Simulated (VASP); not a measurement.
Wanted: the native input for a VASP 6.6.1 run.

```
Task                   : single point
Functional             : PBE
Potentials or basis    : VASP PAW PBE potentials, release 64 (Al)
Cutoff                 : 520 eV
k mesh                 : 10 × 10 × 10
Occupations            : gaussian, width 0.15 eV
Spin                   : no spin polarisation
Dipole correction      : no
Further INCAR settings : ALGO = Fast; EDIFF = 1e-06; NBANDS = 22
```

The structure of Al lies in POSCAR:

```
Al
1.0
    3.2349246271     -3.2349246271     -3.2349246271
   -3.2349246271      3.2349246271     -3.2349246271
    3.2349246271      3.2349246271      3.2349246271
Al
8
Direct
    0.5000000000      0.5000000000      0.0000000000
    0.5000000000      0.0000000000      0.0000000000
    0.0000000000      0.5000000000      0.0000000000
    0.0000000000      0.0000000000      0.0000000000
    0.5000000000      0.5000000000      0.5000000000
    0.5000000000      0.0000000000      0.5000000000
    0.0000000000      0.5000000000      0.5000000000
    0.0000000000      0.0000000000      0.5000000000
```

This isn't the form of Al at room conditions, which is fcc.

The input as run:

INCAR

```
  PREC = Accurate
  ENCUT = 520
  EDIFF = 1E-6
  ISMEAR = 0
  SIGMA = 0.15
  LREAL = F
  LASPH = T
  NELM = 100
  ALGO = Fast
  ISIF = 2
  LWAVE = F
  LCHARG = F
  GGA = PE
  NBANDS = 22
```

KPOINTS

```
regular mesh
0
Gamma
  10 10 10
```

Potentials or basis: VASP PAW PBE potentials, release 64 (Al).

Run with:

```console
$ cat potpaw_PBE.64/Al/POTCAR > POTCAR
$ mpirun -np 1 vasp_std > vasp.out
```

It gave:

```yaml
Pressure: 0.0 GPa
Band_gap_on_the_k_mesh: zero (bands 12 and 13 overlap by 5.06 eV)
```

Run time: 2.1 min on 1 thread of Intel Xeon 8259CL, on a shared host, peak memory 0.29 GiB.
